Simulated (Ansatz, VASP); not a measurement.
Zn: VASP beside Ansatz

INCAR

```
SYSTEM = Zn
  PREC = Accurate
  ENCUT = 520
  EDIFF = 1E-6
  ISMEAR = 0
  SIGMA = 0.15
  LREAL = .False.
  LASPH = .True.
  NELM = 60
  ALGO = Fast
  ISIF = 2
  LWAVE = .False.
  LCHARG = .True.
  GGA = PE
  LELF = .True.
  LVHAR = .True.
  NBANDS = 19
```

File KPOINTS:

```
regular mesh
0
Gamma
  24 24 10
  0 0 0
```

Contents of POSCAR:

```
Zn
1.0
    2.6647980532      0.0000000000      0.0000000000
   -1.3323990266      2.3077828100      0.0000000000
    0.0000000000      0.0000000000      4.5509640000
Zn
2
Direct
    0.3333333333      0.6666666667      0.2500000000
    0.6666666667      0.3333333333      0.7500000000
```

Input for Ansatz:

```yaml
crystal:
  lattice:
    - [2.6647980532, 0.0, 0.0]
    - [-1.3323990266, 2.30778281, 0.0]
    - [0.0, 0.0, 4.550964]
  atoms:
    - { symbol: Zn, position: [0.3333333333, 0.6666666667, 0.25] }
    - { symbol: Zn, position: [0.6666666667, 0.3333333333, 0.75] }
basis:
  ecutwfc: 420
kpoints:
  mp_grid: { grid: [24, 24, 10] }
hamiltonian:
  xc: pbe
scf:
  occupations: { method: gaussian, width: 0.15 }
output:
  forces: true
  stress: true
  eigenvalues: true
```

Change from the starting cell: strain +0.000 along x and y, -0.080 along z, atoms carried along.

Alike in both runs: task single point; functional PBE; k mesh 24 × 24 × 10; occupations gaussian, width 0.15 eV; no spin polarisation.

|  | VASP | Ansatz |
| --- | --- | --- |
| version | VASP 6.6.1 | Ansatz 0.2.0 |
| potentials or method | VASP PAW PBE potentials, release 64 (Zn), cutoff 520 eV | scalar-relativistic, plane waves, PAW |
| valence electrons in the cell | 24 | 24 |

VASP gave:

| Property | Result |
| --- | --- |
| gap on the k mesh at the Fermi level (eV) | none |
| pressure (GPa) | 5.5 |
| traceless stress, the component that is largest in VASP (GPa) | 0.47 |

What did Ansatz give for the same quantities?

gap on the k mesh at the Fermi level (eV): none; pressure (GPa): 5.6; traceless stress, the component that is largest in VASP (GPa): 0.56.

A gap of «none» marks a metal or a gap that the smearing closes. With one functional, cell and mesh, what is left measures potentials, basis and numerics.
